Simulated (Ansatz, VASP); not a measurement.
**One calculation of Pd, two programs**

File POSCAR:

```
Pd
1.0
   -1.6031178681      1.6031178681      1.6031178681
    1.6031178681     -1.6031178681      1.6031178681
    1.6031178681      1.6031178681     -1.6031178681
Pd
1
Direct
    0.0000000000      0.0000000000      0.0000000000
```

File INCAR.step1:

```
PREC     = Accurate       # precision mode
ENCUT    = 520            # plane-wave cutoff, eV
ISMEAR   = -1             # smearing method
SIGMA    = 0.05           # smearing width, eV
LREAL    = False          # projectors in reciprocal space
LASPH    = True           # aspherical terms in the spheres
NELM     = 80             # most SCF steps
NBANDS   = 11             # bands
GGA      = PE             # functional
ALGO     = Normal         # electronic algorithm
EDIFF    = 1E-4           # SCF threshold, eV
LWAVE    = True           # write WAVECAR
LCHARG   = False          # write CHGCAR
```

File INCAR.step2:

```
PREC     = Accurate       # precision mode
ENCUT    = 520            # plane-wave cutoff, eV
EDIFF    = 1E-6           # SCF threshold, eV
ISMEAR   = -1             # smearing method
SIGMA    = 0.05           # smearing width, eV
LREAL    = False          # projectors in reciprocal space
LASPH    = True           # aspherical terms in the spheres
NELM     = 80             # most SCF steps
ALGO     = Normal         # electronic algorithm
ISIF     = 2              # what is computed and relaxed
LWAVE    = False          # write WAVECAR
LCHARG   = False          # write CHGCAR
METAGGA  = R2SCAN         # meta-GGA
LMIXTAU  = True         
NBANDS   = 11             # bands
ISTART   = 1
```

KPOINTS

```
Automatic mesh
0
Gamma
  12 12 12
```

File input.yaml:

```yaml
crystal:
  lattice:
    - [-1.6031178681, 1.6031178681, 1.6031178681]
    - [1.6031178681, -1.6031178681, 1.6031178681]
    - [1.6031178681, 1.6031178681, -1.6031178681]
  atoms:
    - { symbol: Pd, position: [0.0, 0.0, 0.0] }
hamiltonian:
  xc: r2scan
  pseudopotentials: { kind: paw }
kpoints:
  mp_grid: { grid: [12, 12, 12] }
scf:
  occupations: { method: fermi_dirac, width: 0.05 }
output:
  forces: true
  stress: true
  eigenvalues: true
  write_density: true
  write_potential: true
  elf: true
  volumetric_format: npy
```

Alike in both runs: task single point; functional r2SCAN; k mesh 12 × 12 × 12; occupations fermi-dirac, width 0.05 eV; no spin polarisation.

|  | VASP | Ansatz |
| --- | --- | --- |
| version | VASP 6.6.1 | Ansatz 0.2.0 |
| potentials or method | VASP PAW PBE potentials, release 64 (Pd) | Ansatz PAW |
| plane-wave cutoff (eV) | 520 | 500 |
| valence electrons in the cell | 10 | 18 |

|  | VASP | Ansatz | Ansatz less VASP |
| --- | --- | --- | --- |
| gap on the k mesh at the Fermi level (eV) | none | none | - |
| pressure (GPa) | -12.6 | -12.9 | -0.29 |

VASP's potentials were made for PBE, not for r2SCAN. A gap of «none» marks a metal or a gap that the smearing closes. VASP's potentials hold 10 valence electrons a cell and Ansatz's 18, so a difference there can come from the potentials and not from the codes.
